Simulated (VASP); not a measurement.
# Cu in VASP: a series of runs

Cu is run at these levels: r2SCAN, RPBE; tasks: single point, relaxation of the atoms.

Everything below comes from runs of VASP 6.6.1. Logs are shortened: lines on timing, memory, paths and dates and some standing lists are left out, and cuts for length are marked.

## 1. The cell of the first run

The cell holds a slab with vacuum, 7 atoms: a = 2.556 Å, b = 2.556 Å, c = 25.845 Å, α = 90.00°, β = 90.00°, γ = 90.00°.

## 2. Single point, r2SCAN

File POSCAR:

```
Cu
1.0
    2.5561910140      0.0000000000      0.0000000000
    0.0000000000      2.5561910140      0.0000000000
    0.0000000000      0.0000000000     25.8450000000
Cu
7
Direct
    0.5000000000      0.5000000000      0.2901915264
    0.0000000000      0.0000000000      0.3601276843
    0.5000000000      0.5000000000      0.4300638421
    0.0000000000      0.0000000000      0.4981394736
    0.5000000000      0.5000000000      0.5662877727
    0.0000000000      0.0000000000      0.6346475639
    0.5000000000      0.5000000000      0.7004335082
```

File INCAR.step1:

```
  PREC = Accurate
  ENCUT = 520
  ISMEAR = -1
  SIGMA = 0.05
  LREAL = F
  LASPH = T
  NELM = 100
  LDIPOL = T
  IDIPOL = 3
  DIPOL = 0.5 0.5 0.497
  NBANDS = 48
  GGA = PE
  ALGO = Normal
  EDIFF = 1E-4
  LWAVE = T
  LCHARG = F
```

File INCAR.step2:

```
  PREC = Accurate
  ENCUT = 520
  EDIFF = 1E-7
  ISMEAR = -1
  SIGMA = 0.05
  LREAL = F
  LASPH = T
  NELM = 100
  ALGO = Normal
  ISIF = 2
  LWAVE = F
  LCHARG = F
  LDIPOL = T
  IDIPOL = 3
  DIPOL = 0.5 0.5 0.497
  METAGGA = R2SCAN
  LMIXTAU = T
  NBANDS = 48
  ISTART = 1
```

File KPOINTS:

```
Automatic mesh
0
Gamma
  10 10 1
```

Potentials or basis: VASP PAW PBE potentials, release 64 (Cu).

Run with:

```
$ cat potpaw_PBE.64/Cu/POTCAR > POTCAR
$ cp INCAR.step1 INCAR
$ mpirun -np 1 vasp_std > vasp.out
$ cp INCAR.step2 INCAR
$ mpirun -np 1 vasp_std > vasp.out
```

OUTCAR:

```text
PREC = Accurate
   ENCUT = 520
   EDIFF = 1E-7
   ISMEAR = -1
   LREAL = F
   LASPH = T
   NELM = 100
   ISIF = 2
   METAGGA = R2SCAN
   ISTART = 1

 ion  position               nearest neighbor table
   1  0.500  0.500  0.290-   2 2.56   2 2.56   2 2.56   2 2.56
   2  0.000  0.000  0.360-   3 2.56   3 2.56   3 2.56   3 2.56   1 2.56   1 2.56   1 2.56   1 2.56

   3  0.500  0.500  0.430-   4 2.52   4 2.52   4 2.52   4 2.52   2 2.56   2 2.56   2 2.56   2 2.56

   4  0.000  0.000  0.498-   3 2.52   3 2.52   3 2.52   3 2.52   5 2.52   5 2.52   5 2.52   5 2.52

   5  0.500  0.500  0.566-   4 2.52   4 2.52   4 2.52   4 2.52   6 2.53   6 2.53   6 2.53   6 2.53

   6  0.000  0.000  0.635-   7 2.48   7 2.48   7 2.48   7 2.48   5 2.53   5 2.53   5 2.53   5 2.53

   7  0.500  0.500  0.700-   6 2.48   6 2.48   6 2.48   6 2.48

  LATTYP: Found a simple tetragonal cell.
 ALAT       =     2.5561910140
 C/A-ratio  =    10.1107467550

  Lattice vectors:

 A1 = (   2.5561910140,   0.0000000000,   0.0000000000)
 A2 = (   0.0000000000,   2.5561910140,   0.0000000000)
 A3 = (   0.0000000000,   0.0000000000,  25.8450000000)

Analysis of symmetry for initial positions (statically):
=====================================================================
 Subroutine PRICEL returns:
 Original cell was already a primitive cell.

 Routine SETGRP: Setting up the symmetry group for a
 simple tetragonal supercell.

 Subroutine GETGRP returns: Found  8 space group operations
 (whereof  8 operations were pure point group operations)
 out of a pool of 16 trial point group operations.

The static configuration has the point symmetry C_4v.

Analysis of symmetry for dynamics (positions and initial velocities):
=====================================================================
 Subroutine PRICEL returns:
 Original cell was already a primitive cell.

 Routine SETGRP: Setting up the symmetry group for a
 simple tetragonal supercell.

 Subroutine GETGRP returns: Found  8 space group operations
 (whereof  8 operations were pure point group operations)
 out of a pool of 16 trial point group operations.

The dynamic configuration has the point symmetry C_4v.

 Subroutine INISYM returns: Found  8 space group operations
 (whereof  8 operations are pure point group operations),
 and found     1 'primitive' translations

----------------------------------------------------------------------------------------

                                     Primitive cell

  volume of cell :     168.8741

  direct lattice vectors                    reciprocal lattice vectors
     2.556191014  0.000000000  0.000000000     0.391207071  0.000000000  0.000000000
     0.000000000  2.556191014  0.000000000     0.000000000  0.391207071  0.000000000
     0.000000000  0.000000000 25.845000000     0.000000000  0.000000000  0.038692204

  length of vectors
     2.556191014  2.556191014 25.845000000     0.391207071  0.391207071  0.038692204

  position of ions in fractional coordinates (direct lattice)
     0.500000000  0.500000000  0.290191526
     0.000000000  0.000000000  0.360127684
     0.500000000  0.500000000  0.430063842
     0.000000000  0.000000000  0.498139474
     0.500000000  0.500000000  0.566287773
     0.000000000  0.000000000  0.634647564
     0.500000000  0.500000000  0.700433508

  ion indices of the primitive-cell ions
   primitive index   ion index
                 1           1
                 2           2
                 3           3
                 4           4
                 5           5
                 6           6
                 7           7

----------------------------------------------------------------------------------------

 KPOINTS: Automatic mesh

Automatic generation of k-mesh.
 Grid dimensions read from file:
 generate k-points for:   10   10    1

 Generating k-lattice:

  Cartesian coordinates                     Fractional coordinates (reciprocal lattice)
     0.039120707  0.000000000  0.000000000     0.100000000  0.000000000  0.000000000
     0.000000000  0.039120707  0.000000000     0.000000000  0.100000000  0.000000000
     0.000000000  0.000000000  0.038692204     0.000000000  0.000000000  1.000000000

  Length of vectors
     0.039120707  0.039120707  0.038692204

  Shift w.r.t. Gamma in fractional coordinates (k-lattice)
     0.000000000  0.000000000  0.000000000

 Subroutine IBZKPT returns following result:
 ===========================================

 Found     21 irreducible k-points:

 Following reciprocal coordinates:
            Coordinates               Weight
  0.000000  0.000000  0.000000      1.000000
  0.100000  0.000000  0.000000      4.000000
  0.200000  0.000000  0.000000      4.000000
  0.300000  0.000000  0.000000      4.000000
  0.400000  0.000000  0.000000      4.000000
  0.500000  0.000000  0.000000      2.000000
[... 13 lines left out ...]
  0.500000  0.400000  0.000000      4.000000
  0.500000  0.500000  0.000000      1.000000
   k-points           NKPTS =     21   k-points in BZ     NKDIM =     21   number of bands    NBANDS=     48
   number of dos      NEDOS =    301   number of ions     NIONS =      7
   total plane-waves  NPLWV =  76800
   dimension x,y,z NGX =    20 NGY =   20 NGZ =  192
   dimension x,y,z NGXF=    40 NGYF=   40 NGZF=  384
   ions per type =               7
   NGX,Y,Z   is equivalent  to a cutoff of  13.01, 13.01, 12.35 a.u.
   NGXF,Y,Z  is equivalent  to a cutoff of  26.01, 26.01, 24.70 a.u.
 SYSTEM =  unknown system
   PREC   = accura    normal or accurate (medium, high low for compatibility)
   ISTART =      1    job   : 0-new  1-cont  2-samecut
   ICHARG =      0    charge: 1-file 2-atom 10-const
   ISPIN  =      1    spin polarized calculation?
   LNONCOLLINEAR =      F non collinear calculations
   LSORBIT =      F    spin-orbit coupling
   LASPH  =      T    aspherical Exc in radial PAW
   ENCUT  =  520.0 eV  38.22 Ry    6.18 a.u.   4.75  4.75 48.05*2*pi/ulx,y,z
   NELM   =    100;   NELMIN=  2; NELMDL=  0     # of ELM steps
   EDIFF  = 0.1E-06   stopping-criterion for ELM
   LREAL  =      F    real-space projection
   EDIFFG = 0.1E-05   stopping-criterion for IOM
   NSW    =      0    number of steps for IOM
   IBRION =     -1    ionic relax: 0-MD 1-quasi-New 2-CG
   NFREE  =      0    steps in history (QN), initial steepest desc. (CG)
   ISIF   =      2    stress and relaxation
   ISYM   =      2    0-nonsym 1-usesym 2-fastsym
   POTIM  = 0.5000    time-step for ionic-motion
   TEBEG  =    0.0;   TEEND  =   0.0 temperature during run
   PSTRESS=    0.0 pullay stress
   NELECT =      77.0000    total number of electrons
   NUPDOWN=      -1.0000    fix difference up-down
   EMIN   =  10.00;   EMAX   =-10.00  energy-range for DOS
   EFERMI =   0.00;   METHOD = LEGACY
   ISMEAR =    -1;   SIGMA  =   0.05  broadening in eV -4-tet -1-fermi 0-gaus
   EFERMI_NEDOS =   21; number of points for ismear=-14 and -15
   IALGO  =     38    algorithm
   IMIX   =      4    mixing-type and parameters
     AMIX     =   0.40;   BMIX     =  1.00
     AMIX_MAG =   1.60;   BMIX_MAG =  1.00
  volume/ion in A,a.u.               =      24.12       162.80
  Fermi-wavevector in a.u.,A,eV,Ry     =   1.260039  2.381129 21.601950  1.587699
  Thomas-Fermi vector in A             =   2.393569
   LORBIT       =      0    0 simple, 1 ext, 2 COOP (PROOUT), +10 PAW based schemes
   METAGGA = R2SCAN    functional components
   LHFCALC =     F    Hartree Fock is set to
   AEXX    =    0.0000 exact exchange contribution
   IVDW    =     0    specifies the selected vdW correction
   LEPSILON=     F    determine dielectric tensor
   LRPA    =     F    only Hartree local field effects (RPA)
 non-spin polarized calculation
  energy-cutoff  :      520.00
  volume of cell :      168.87
 maximum number of plane-waves:      4571
 NGX is ok and might be reduce to    20
   NGX =  9   NGY =  9   NGZ = 97

 dipolmoment           0.000000      0.000000      0.000442 electrons x Angstroem

 number of electron      76.9999869 magnetization

 dipolmoment           0.000000      0.000000     -0.000819 electrons x Angstroem

 Free energy of the ion-electron system (eV)
  ---------------------------------------------------
  ext. energy  EPLUGINS =         0.00000000
  ---------------------------------------------------
  free energy    TOTEN  =       -74.36358165 eV

  energy without entropy =      -74.34375127  energy(sigma->0) =      -74.35366646

 E-fermi :   1.2969     XC(G=0):  -7.3262

 val. band max:        1.2935261204   @ k =   0.5000   0.0000   0.0000
 cond. band min:       1.3166308780   @ k =   0.5000   0.1000   0.0000
 fundamental gap:      0.0231047577
 Fermi energy:         1.2969279169

 k-point     1 :       0.0000    0.0000    0.0000
  band No.  band energies     occupation
      1      -8.2318      2.00000
      2      -7.5155      2.00000
      3      -6.4601      2.00000
      4      -5.1472      2.00000
      5      -4.0770      2.00000
      6      -3.7386      2.00000
[... 40 lines left out ...]
     47       8.5909      0.00000
     48       9.7097      0.00000

 k-point     2 :       0.1000    0.0000    0.0000
  band No.  band energies     occupation
      1      -7.9821      2.00000
      2      -7.2735      2.00000
      3      -6.2325      2.00000
      4      -4.9459      2.00000
      5      -3.9163      2.00000
      6      -3.6107      2.00000
[... 40 lines left out ...]
     47       8.8222      0.00000
     48       9.8820      0.00000

 k-point     3 :       0.2000    0.0000    0.0000
  band No.  band energies     occupation
      1      -7.2533      2.00000
      2      -6.5750      2.00000
      3      -5.5960      2.00000
      4      -4.4306      2.00000
      5      -3.5567      2.00000
      6      -3.2959      2.00000
[... 907 lines left out ...]
     47       9.9508      0.00000
     48       9.9557      0.00000

 k-point    21 :       0.5000    0.5000    0.0000
  band No.  band energies     occupation
      1      -3.7504      2.00000
      2      -3.6940      2.00000
      3      -3.4553      2.00000
      4      -3.3334      2.00000
      5      -3.2564      2.00000
      6      -3.2564      2.00000
[... 40 lines left out ...]
     47       9.2043      0.00000
     48       9.5931      0.00000

------------------------ aborting loop because EDIFF is reached ----------------------------------------

 vacuum level on the upper side and lower side of the slab       (xc-potential included)         0.003         0.024

  FORCE on cell =-STRESS in cart. coord.  units (eV):
  Direction    XX          YY          ZZ          XY          YZ          ZX
  --------------------------------------------------------------------------------------
  -------------------------------------------------------------------------------------
  Total       -2.4267075     -2.4267075     -0.8199697      0.0000000      0.0000000      0.0000000
  in kB      -23.0231571    -23.0231571     -7.7793846      0.0000000      0.0000000      0.0000000
  external PRESSURE =     -17.9418996 kB  Pullay stress =       0.0000000 kB

 VOLUME and BASIS-vectors are now :
 -----------------------------------------------------------------------------
  energy-cutoff  :      520.00
  volume of cell :      168.87
      direct lattice vectors                 reciprocal lattice vectors
     2.556191014  0.000000000  0.000000000     0.391207071  0.000000000  0.000000000
     0.000000000  2.556191014  0.000000000     0.000000000  0.391207071  0.000000000
     0.000000000  0.000000000 25.845000000     0.000000000  0.000000000  0.038692204

 POSITION                                       TOTAL-FORCE (eV/Angst)
 -----------------------------------------------------------------------------------
      1.27810      1.27810      7.50000        -0.000000     -0.000000      0.374620
      0.00000      0.00000      9.30750        -0.000000      0.000000     -0.234476
      1.27810      1.27810     11.11500        -0.000000      0.000000     -0.187155
      0.00000      0.00000     12.87441         0.000000     -0.000000     -0.001568
      1.27810      1.27810     14.63571        -0.000000     -0.000000     -0.002408
      0.00000      0.00000     16.40247        -0.000000     -0.000000      0.008556
      1.27810      1.27810     18.10270        -0.000000     -0.000000      0.042431
 -----------------------------------------------------------------------------------
    total drift:                               -0.000000     -0.000000     -0.046020

  FREE ENERGIE OF THE ION-ELECTRON SYSTEM (eV)
  ---------------------------------------------------
  free  energy   TOTEN  =       -74.3635816538 eV

  energy  without entropy=      -74.3437512689  energy(sigma->0) =      -74.35366646

 vacuum level on the upper side and lower side of the slab         5.854         5.880
```

Run time: 17 min. Hardware: 1 thread of Intel Xeon Platinum 8488C (Sapphire Rapids), shared host; peak memory 0.35 GiB.

Results:

```
Free energy            : -74.3636 eV
Largest force          : 0.375 eV/Å
Band gap on the k mesh : zero (an odd number of electrons rules out a gap without spin polarisation)
```

Forces in eV/Å, atoms in the order of the input:
```
Cu   0.000  0.000  0.375
Cu   0.000  0.000 -0.234
Cu   0.000  0.000 -0.187
Cu   0.000  0.000 -0.002
Cu   0.000  0.000 -0.002
Cu   0.000  0.000  0.009
Cu   0.000  0.000  0.042
```

Caveat: the PAW data sets were made with another functional, which shifts forces and pressure a little.

## 3. Relaxation of the atoms, RPBE

File INCAR:

```
ALGO = Fast
DIPOL = 0.5 0.5 0.500
EDIFF = 1E-7
EDIFFG = -0.02
ENCUT = 520
GGA = RP
IBRION = 2
IDIPOL = 3
ISIF = 2
ISMEAR = -1
LASPH = T
LCHARG = F
LDIPOL = T
LREAL = F
LWAVE = F
NELM = 60
NSW = 60
PREC = Accurate
SIGMA = 0.05
```

File KPOINTS:

```
k-points
0
Gamma
  10 10 1
```

File POSCAR:

```
Cu
1.0
    2.5561910140      0.0000000000      0.0000000000
    0.0000000000      2.5561910140      0.0000000000
    0.0000000000      0.0000000000     25.8450000000
Cu
7
Selective dynamics
Direct
    0.5000000000      0.5000000000      0.2901915264  F F F
    0.0000000000      0.0000000000      0.3601276843  F F F
    0.5000000000      0.5000000000      0.4300638421  F F F
    0.0000000000      0.0000000000      0.5000000000  T T T
    0.5000000000      0.5000000000      0.5699361579  T T T
    0.0000000000      0.0000000000      0.6398723157  T T T
    0.5000000000      0.5000000000      0.7098084736  T T T
```

Potentials or basis: VASP PAW PBE potentials, release 64 (Cu).

Run with:

```
$ cat potpaw_PBE.64/Cu/POTCAR > POTCAR
$ mpirun -np 1 vasp_std > vasp.out
```

Run time: 82 min. Hardware: 1 thread of Oxide Virtual Turin-like, shared host; peak memory 0.3 GiB.

It converged, with:

- Free energy: -21.7490 eV
- Energy gained by relaxing: 5.2 meV/atom
- Ionic steps: 16
- Band gap on the k mesh: zero (an odd number of electrons rules out a gap without spin polarisation)

The path:
| step | energy change (eV) | largest force on free atoms (eV/Å) | pressure (GPa) |
| --- | --- | --- | --- |
| 1 | 0.0000 | 0.2124 | 2.08 |
| 2 | -0.0023 | 0.1506 | 2.06 |
| 3 | -0.0060 | 0.1735 | 1.99 |
| 4 | -0.0083 | 0.1590 | 1.93 |
| 5 | -0.0142 | 0.1171 | 1.77 |
| 6 | -0.0212 | 0.1998 | 1.47 |
| 7 | -0.0185 | 0.3934 | 0.92 |
| 8 | -0.0227 | 0.2816 | 1.24 |
| 9 | -0.0246 | 0.2618 | 1.17 |
| 10 | -0.0292 | 0.2039 | 1.00 |
| 11 | -0.0333 | 0.0969 | 0.66 |
| 12 | -0.0333 | 0.0954 | 0.64 |
| 13 | -0.0343 | 0.0728 | 0.65 |
| 14 | -0.0358 | 0.0461 | 0.74 |
| 15 | -0.0358 | 0.0447 | 0.77 |
| 16 | -0.0361 | 0.0108 | 0.76 |

Final structure:
```cif
data_structure
_symmetry_space_group_name_H-M 'P 1'
_symmetry_Int_Tables_number 1
_cell_length_a 2.5562
_cell_length_b 2.5562
_cell_length_c 25.8450
_cell_angle_alpha 90.000
_cell_angle_beta 90.000
_cell_angle_gamma 90.000
_cell_volume 168.87
loop_
_atom_site_label
_atom_site_type_symbol
_atom_site_fract_x
_atom_site_fract_y
_atom_site_fract_z
_atom_site_occupancy
Cu1 Cu 0.50000 0.50000 0.29019 1
Cu2 Cu 0.00000 0.00000 0.36013 1
Cu3 Cu 0.50000 0.50000 0.43006 1
Cu4 Cu 0.00000 0.00000 0.50296 1
Cu5 Cu 0.50000 0.50000 0.57578 1
Cu6 Cu 0.00000 0.00000 0.64878 1
Cu7 Cu 0.50000 0.50000 0.71950 1
```

Levels at points of the mesh, in eV from the Fermi level:
```csv
k point,band 37,band 38,band 39,band 40,band 41,band 42
"(0.00, 0.00, 0.00)",-1.46,-1.45,-1.44,-1.44,-1.18,0.30
"(0.50, 0.00, 0.00)",-0.49,-0.27,-0.23,-0.17,0.00,0.02
"(0.50, 0.50, 0.00)",2.16,3.09,3.09,4.49,4.49,6.11
```

Caveat: the PAW data sets were made with another functional, which shifts forces and pressure a little.

The gap in the log of VASP goes by the Fermi energy; the results here count the filled bands.